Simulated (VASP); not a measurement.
A run of VASP 6.6.1 is set up as follows.

INCAR

```
PREC = Accurate
ENCUT = 520
EDIFF = 1E-7
ISMEAR = 0
SIGMA = 0.05
LREAL = F
LASPH = T
NELM = 60
ALGO = Normal
ISIF = 2
LWAVE = F
LCHARG = F
NBANDS = 64
```

File KPOINTS:

```
regular mesh
0
Gamma
  6 6 6
```

POSCAR

```
SnO2
1.0
    3.2053561353      1.8506132276      4.0868653298
   -3.2053561353      1.8506132276      4.0868653298
    0.0000000000     -3.7012264551      4.0868653298
Sn O
4 8
Direct
    0.8645353782      0.8645353782      0.8645353782
    0.3648691645      0.3648691645      0.8648751974
    0.3648691645      0.8648751974      0.3648691645
    0.8648751974      0.3648691645      0.3648691645
    0.1199116729      0.6196051221      0.6196051221
    0.6196051221      0.1199116729      0.6196051221
    0.6196051221      0.6196051221      0.1199116729
    0.6099370359      0.6099370359      0.6099370359
    0.1198492242      0.1198492242      0.1198492242
    0.1096932183      0.1096932183      0.6100024814
    0.1096932183      0.6100024814      0.1096932183
    0.6100024814      0.1096932183      0.1096932183
```

Potentials or basis: VASP PAW LDA potentials, release 64 (Sn_d, O).

The run is started by

```console
$ cat potpaw_LDA.64/Sn_d/POTCAR potpaw_LDA.64/O/POTCAR > POTCAR
$ mpirun -np 1 vasp_std > vasp.out
```

(1) Predict the pressure.

(2) What does it give for the largest force?

Results:

(1) 1.4 GPa.

(2) 0.092 eV/Å.
